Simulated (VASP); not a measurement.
Set up this calculation in VASP 6.6.1, as the native input.

| Quantity | Value |
| --- | --- |
| Task | single point |
| Functional | PBE |
| Potentials or basis | VASP PAW PBE potentials, release 64 (Co, O) |
| Cutoff | 520 eV |
| k mesh | 11 × 11 × 11 |
| Occupations | fermi-dirac, width 0.05 eV |
| Spin | collinear spin, ferromagnetic start |
| Starting moments | [2.0, 0.0] μB |
| Dipole correction | no |
| Further INCAR settings | ALGO = Normal; EDIFF = 1e-06; NBANDS = 18 |

The structure of CoO lies in POSCAR:

```
CoO
1.0
    0.0000000000      2.1171941998      2.1171941998
    2.1171941998      0.0000000000      2.1171941998
    2.1171941998      2.1171941998      0.0000000000
Co O
1 1
Direct
    0.0000000000      0.0000000000      0.0000000000
    0.5000000000      0.5000000000      0.5000000000
```

The input as run:

INCAR

```
  PREC = Accurate
  ENCUT = 520
  EDIFF = 1E-6
  ISMEAR = -1
  SIGMA = 0.05
  LREAL = F
  LASPH = T
  NELM = 150
  ALGO = Normal
  ISIF = 2
  LWAVE = F
  LCHARG = F
  ISPIN = 2
  MAGMOM = 2 0
  LORBIT = 11
  LMAXMIX = 4
  GGA = PE
  NBANDS = 18
```

KPOINTS

```
Automatic mesh
0
Gamma
  11 11 11
```

Potentials or basis: VASP PAW PBE potentials, release 64 (Co, O).

Command:

```sh
$ cat potpaw_PBE.64/Co/POTCAR potpaw_PBE.64/O/POTCAR > POTCAR
$ mpirun -np 1 vasp_std > vasp.out
```

Results of the run:

```
Pressure                                              : 1.0 GPa
Net moment                                            : 2.85 μB per cell
Site moments                                          : Co +2.52; O +0.28 μB
Valence electrons inside the program's atomic spheres : Co 7.83; O 4.99
```

Caveat: a cell with one magnetic atom can't hold antiferromagnetic order, which such compounds often take.

Wall time 90 s on 1 thread of AMD EPYC 7R13, with other jobs on the host, peak memory 0.14 GiB.
